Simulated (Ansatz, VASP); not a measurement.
# Two plane-wave programs on SnTe

File INCAR:

```
SYSTEM = SnTe
PREC = Accurate
ENCUT = 520
EDIFF = 1E-6
ISMEAR = -1
SIGMA = 0.02
LREAL = .FALSE.
LASPH = .TRUE.
NELM = 100
ALGO = Normal
ISIF = 2
LWAVE = .FALSE.
LCHARG = .FALSE.
GGA = PE
NBANDS = 17
```

File KPOINTS:

```
Automatic mesh
0
G
  8 8 8
  0 0 0
```

The input POSCAR:

```
SnTe
1.0
    0.0000000000      3.1893545680      3.1893545680
    3.1893545680      0.0000000000      3.1893545680
    3.1893545680      3.1893545680      0.0000000000
Sn Te
1 1
Direct
    0.0000000000      0.0000000000      0.0000000000
    0.5000000000      0.5000000000      0.5000000000
```

Input for Ansatz:

```yaml
crystal:
  lattice:
    - [0.0, 3.189354568, 3.189354568]
    - [3.189354568, 0.0, 3.189354568]
    - [3.189354568, 3.189354568, 0.0]
  atoms:
    - { symbol: Sn, position: [0.0, 0.0, 0.0] }
    - { symbol: Te, position: [0.5, 0.5, 0.5] }
kpoints:
  mp_grid: { grid: [8, 8, 8] }
  band_path:
    path:
      - [0.0, 0.0, 0.0]
      - [0.5, 0.0, 0.5]
      - [0.625, 0.25, 0.625]
      - [0.375, 0.375, 0.75]
      - [0.5, 0.5, 0.5]
      - [0.5, 0.25, 0.75]
    npoints: 1
hamiltonian:
  xc: pbe
scf:
  occupations: { method: fermi_dirac, width: 0.02 }
  n_extra_bands: 4
output:
  forces: true
  stress: true
  eigenvalues: true
```

Alike in both runs: task single point; functional PBE; k mesh 8 × 8 × 8; occupations fermi-dirac, width 0.02 eV; no spin polarisation.

|  | VASP | Ansatz |
| --- | --- | --- |
| version | VASP 6.6.1 | Ansatz 0.2.0 |
| potentials or method | VASP PAW PBE potentials, release 64 (Sn_d, Te) | plane waves, PAW |
| plane-wave cutoff (eV) | 520 | 420 |
| valence electrons in the cell | 20 | 30 |

|  | VASP | Ansatz | Ansatz less VASP |
| --- | --- | --- | --- |
| pressure (GPa) | 0.6 | 0.6 | +0.07 |

The functional is the same, so the differences come from potentials, cutoffs and numerics. VASP's potentials hold 20 valence electrons a cell and Ansatz's 30, so a difference there can come from the potentials and not from the codes.

Spin-orbit coupling is off throughout.
